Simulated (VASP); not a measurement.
# MgZn2O3 (P-3m1) in VASP: further runs, part 2 of 2

VASP 6.6.1. Earlier steps stand in the parts before.

### Step 3. Single point, LDA

This run uses another cell than the first one, of 9.58 Å³/atom.

INCAR reads:

```
SYSTEM = MgZn2O3
  PREC = Accurate
  ENCUT = 520
  EDIFF = 1E-6
  ISMEAR = 0
  SIGMA = 0.01
  LREAL = .False.
  LASPH = .True.
  NELM = 100
  ALGO = Normal
  ISIF = 2
  LWAVE = .False.
  LCHARG = .False.
  NBANDS = 31
```

KPOINTS reads:

```
Automatic mesh
0
Gamma
  12 12 4
  0 0 0
```

POSCAR reads:

```
MgZn2O3
1.0
    3.0057061992      0.0000000000      0.0000000000
   -1.5028530996      2.6030179248      0.0000000000
    0.0000000000      0.0000000000      7.3429055976
Mg Zn O
1 2 3
Direct
    0.0000000000      0.0000000000      0.0000000000
    0.3333333333      0.6666666667      0.6682898340
    0.6666666667      0.3333333333      0.3317101660
    0.3333333333      0.6666666667      0.1613721611
    0.6666666667      0.3333333333      0.8386278389
    0.0000000000      0.0000000000      0.5000000000
```

Potentials or basis: VASP PAW LDA potentials, release 64 (Mg, Zn, O).

Command:

```bash
$ cat potpaw_LDA.64/Mg/POTCAR potpaw_LDA.64/Zn/POTCAR potpaw_LDA.64/O/POTCAR > POTCAR
$ mpirun -np 1 vasp_std > vasp.out
```

OUTCAR:

```text
SYSTEM = MgZn2O3
   PREC = Accurate
   ENCUT = 520
   EDIFF = 1E-6
   ISMEAR = 0
   LREAL = .False.
   LASPH = .True.
   NELM = 100
   ISIF = 2

 ion  position               nearest neighbor table
   1  0.000  0.000  0.000-   4 2.10   5 2.10   4 2.10   5 2.10   5 2.10   4 2.10   2 2.99   3 2.99
                             2 2.99   3 2.99   2 2.99   3 2.99
   2  0.333  0.667  0.668-   6 2.13   6 2.13   6 2.13   5 2.14   5 2.14   5 2.14   1 2.99   1 2.99
                             1 2.99   3 3.02   3 3.02   3 3.02
   3  0.667  0.333  0.332-   6 2.13   6 2.13   6 2.13   4 2.14   4 2.14   4 2.14   1 2.99   1 2.99
                             1 2.99   2 3.02   2 3.02   2 3.02
   4  0.333  0.667  0.161-   1 2.10   1 2.10   1 2.10   3 2.14   3 2.14   3 2.14
   5  0.667  0.333  0.839-   1 2.10   1 2.10   1 2.10   2 2.14   2 2.14   2 2.14
   6  0.000  0.000  0.500-   2 2.13   3 2.13   2 2.13   3 2.13   3 2.13   2 2.13

  LATTYP: Found a hexagonal cell.
 ALAT       =     3.0057061992
 C/A-ratio  =     2.4429884729

  Lattice vectors:

 A1 = (   3.0057061992,   0.0000000000,   0.0000000000)
 A2 = (  -1.5028530996,   2.6030179248,   0.0000000000)
 A3 = (   0.0000000000,   0.0000000000,   7.3429055976)

Analysis of symmetry for initial positions (statically):
=====================================================================
 Subroutine PRICEL returns:
 Original cell was already a primitive cell.

 Routine SETGRP: Setting up the symmetry group for a
 hexagonal supercell.

 Subroutine GETGRP returns: Found 12 space group operations
 (whereof 12 operations were pure point group operations)
 out of a pool of 24 trial point group operations.

The static configuration has the point symmetry D_3d.

Analysis of symmetry for dynamics (positions and initial velocities):
=====================================================================
 Subroutine PRICEL returns:
 Original cell was already a primitive cell.

 Routine SETGRP: Setting up the symmetry group for a
 hexagonal supercell.

 Subroutine GETGRP returns: Found 12 space group operations
 (whereof 12 operations were pure point group operations)
[... 131 lines left out ...]
  volume/ion in A,a.u.               =       9.58        64.62
  Fermi-wavevector in a.u.,A,eV,Ry     =   1.497828  2.830484 30.524503  2.243488
  Thomas-Fermi vector in A             =   2.609665
   LORBIT       =      0    0 simple, 1 ext, 2 COOP (PROOUT), +10 PAW based schemes
   GGA     = CA    functional components
   LHFCALC =     F    Hartree Fock is set to
   AEXX    =    0.0000 exact exchange contribution
   IVDW    =     0    specifies the selected vdW correction
   LEPSILON=     F    determine dielectric tensor
   LRPA    =     F    only Hartree local field effects (RPA)
 non-spin polarized calculation
 Gauss-broadening in eV      SIGMA  =   0.01
  energy-cutoff  :      520.00
  volume of cell :       57.45
 maximum number of plane-waves:      1571
 NGX is ok and might be reduce to    24
   NGX = 11   NGY = 11   NGZ = 27

 number of electron      44.0000000 magnetization

 Free energy of the ion-electron system (eV)
  ---------------------------------------------------
  ext. energy  EPLUGINS =         0.00000000
  ---------------------------------------------------
  free energy    TOTEN  =       -34.23190673 eV

  energy without entropy =      -34.23190673  energy(sigma->0) =      -34.23190673

 E-fermi :   2.8503     XC(G=0): -12.4437

 val. band max:        2.7478821904   @ k =   0.0000   0.0000   0.0000
 cond. band min:       4.6700175691   @ k =   0.0000   0.0000   0.0000
 fundamental gap:      1.9221353787
 Fermi energy:         2.8502640619

 k-point     1 :       0.0000    0.0000    0.0000
  band No.  band energies     occupation
      1     -15.3083      2.00000
      2     -14.3205      2.00000
      3     -14.1972      2.00000
      4      -3.6921      2.00000
      5      -2.8360      2.00000
      6      -2.6912      2.00000
[... 805 lines left out ...]
     30      16.4191      0.00000
     31      16.7709      0.00000

 [... further k-points ...]
[... 5 lines left out ...]
  --------------------------------------------------------------------------------------
  -------------------------------------------------------------------------------------
  Total       -2.2919156     -2.2919156     -2.4794986     -0.0000000      0.0000000      0.0000000
  in kB      -63.9171740    -63.9171740    -69.1485099     -0.0000000      0.0000000      0.0000000
  external PRESSURE =     -65.6609527 kB  Pullay stress =       0.0000000 kB

 VOLUME and BASIS-vectors are now :
 -----------------------------------------------------------------------------
  energy-cutoff  :      520.00
  volume of cell :       57.45
      direct lattice vectors                 reciprocal lattice vectors
     3.005706199  0.000000000  0.000000000     0.332700515  0.192084732  0.000000000
    -1.502853100  2.603017925  0.000000000     0.000000000  0.384169464  0.000000000
     0.000000000  0.000000000  7.342905598     0.000000000  0.000000000  0.136185872

 POSITION                                       TOTAL-FORCE (eV/Angst)
 -----------------------------------------------------------------------------------
      0.00000      0.00000      0.00000        -0.000000      0.000000      0.000000
     -0.00000      1.73535      4.90719        -0.000000     -0.000000      0.053057
      1.50285      0.86767      2.43572        -0.000000      0.000000     -0.053057
     -0.00000      1.73535      1.18494        -0.000000      0.000000      0.004955
      1.50285      0.86767      6.15797         0.000000     -0.000000     -0.004955
      0.00000      0.00000      3.67145        -0.000000      0.000000      0.000000
 -----------------------------------------------------------------------------------
    total drift:                               -0.000000      0.000000      0.000000

  FREE ENERGIE OF THE ION-ELECTRON SYSTEM (eV)
  ---------------------------------------------------
  free  energy   TOTEN  =       -34.2319067252 eV

  energy  without entropy=      -34.2319067252  energy(sigma->0) =      -34.23190673
```

stdout:

```text
POSCAR found type information on POSCAR MgZnO
 POSCAR found :  3 types and       6 ions
 scaLAPACK will be used
 LDA part: xc-table for (Slater(with rela. corr.)+CA(PZ))
 , standard interpolation
 POSCAR, INCAR and KPOINTS ok, starting setup
 FFT: planning ... GRIDC
 FFT: planning ... GRID_SOFT
 FFT: planning ... GRID
 WAVECAR not read
 entering main loop
```

It took 90 s on 1 thread of AMD EPYC 9R45 (Zen 5), shared host; peak memory 0.2 GiB.

What came out:

| Property | Result |
| --- | --- |
| Free energy | -34.2319 eV |
| Pressure | -6.6 GPa |
| Largest force | 0.053 eV/Å |
| Band gap on the k mesh | 1.92 eV |

Forces on the atoms (eV/Å):
```
Mg   0.000  0.000  0.000
Zn   0.000  0.000  0.053
Zn   0.000  0.000 -0.053
O    0.000  0.000  0.005
O    0.000  0.000 -0.005
O    0.000  0.000  0.000
```

Levels at points of the mesh, in eV from the valence-band top:
```tsv
k point	band 20	band 21	band 22	band 23	band 24	band 25
(0.00, 0.00, 0.00)	-0.92	0.00	0.00	1.92	5.55	5.67
(0.50, 0.00, 0.00)	-1.19	-0.74	-0.33	5.17	6.94	7.35
(0.00, 0.00, 0.50)	-0.57	-0.11	-0.11	3.26	4.18	6.03
(0.50, 0.00, 0.50)	-1.55	-0.16	-0.12	5.61	6.00	7.24
```

Caveat: the cell stands under tension.
